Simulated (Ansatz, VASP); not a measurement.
# One calculation of SiC, two programs

File INCAR:

```
ALGO     = Normal         # electronic algorithm
EDIFF    = 1E-6           # SCF threshold, eV
ENCUT    = 600            # plane-wave cutoff, eV
GGA      = PE             # functional
GGA_COMPAT= F            
ISIF     = 2              # what is computed and relaxed
ISMEAR   = 0              # smearing method
LASPH    = T              # aspherical terms in the spheres
LCHARG   = F              # write CHGCAR
LREAL    = F              # projectors in reciprocal space
LWAVE    = F              # write WAVECAR
NBANDS   = 26             # bands
NELM     = 120            # most SCF steps
PREC     = Accurate       # precision mode
SIGMA    = 0.05           # smearing width, eV
```

KPOINTS

```
k-points
0
Gamma
  10 10 3
```

POSCAR

```
SiC
1.0
   -3.0759982064      0.0000000000      0.0000000000
   -1.5379991032     -2.6638925888      0.0000000000
    0.0000000000      0.0000000000     13.0960000000
Si C
4 4
Direct
    0.3333333333      0.3333333333      0.5039905315
    0.3333333333      0.3333333333      0.1185293219
    0.6666666667      0.6666666667      0.6967211362
    0.6666666667      0.6666666667      0.3112599267
    0.3333333333      0.3333333333      0.6523930971
    0.3333333333      0.3333333333      0.2669318876
    0.6666666667      0.6666666667      0.0742012828
    0.6666666667      0.6666666667      0.4596624924
```

Input for Ansatz:

```yaml
crystal:
  lattice:
    - [-3.0759982064, 0.0, 0.0]
    - [-1.5379991032, -2.6638925888, 0.0]
    - [0.0, 0.0, 13.096]
  atoms:
    - { symbol: Si, position: [0.3333333333, 0.3333333333, 0.5039905315] }
    - { symbol: Si, position: [0.3333333333, 0.3333333333, 0.1185293219] }
    - { symbol: Si, position: [0.6666666667, 0.6666666667, 0.6967211362] }
    - { symbol: Si, position: [0.6666666667, 0.6666666667, 0.3112599267] }
    - { symbol: C, position: [0.3333333333, 0.3333333333, 0.6523930971] }
    - { symbol: C, position: [0.3333333333, 0.3333333333, 0.2669318876] }
    - { symbol: C, position: [0.6666666667, 0.6666666667, 0.0742012828] }
    - { symbol: C, position: [0.6666666667, 0.6666666667, 0.4596624924] }
basis:
  ecutwfc: 420
kpoints:
  mp_grid: { grid: [10, 10, 3] }
hamiltonian:
  xc: pbe
scf:
  occupations: { method: gaussian, width: 0.05 }
output:
  forces: true
  stress: true
  eigenvalues: true
```

Alike in both runs: task single point; functional PBE; k mesh 10 × 10 × 3; occupations gaussian, width 0.05 eV; no spin polarisation.

|  | VASP | Ansatz |
| --- | --- | --- |
| version | VASP 6.6.1 | Ansatz 0.2.0 |
| potentials or method | VASP PAW PBE potentials, release 64 (Si, C), cutoff 600 eV | scalar-relativistic, plane waves, PAW |
| valence electrons in the cell | 32 | 32 |

```tsv
	VASP	Ansatz	Ansatz less VASP
gap on the k mesh at the Fermi level (eV)	none	none	-
pressure (GPa)	2.2	2.3	+0.14
traceless stress, the component that is largest in VASP (GPa)	-2.77	-2.71	+0.064
rms of the force components (eV/Å)	0.591	0.591	+0.0007
```

Atom by atom the forces differ by 0.005 eV/Å (rms over components). A gap of «none» marks a metal or a gap that the smearing closes.
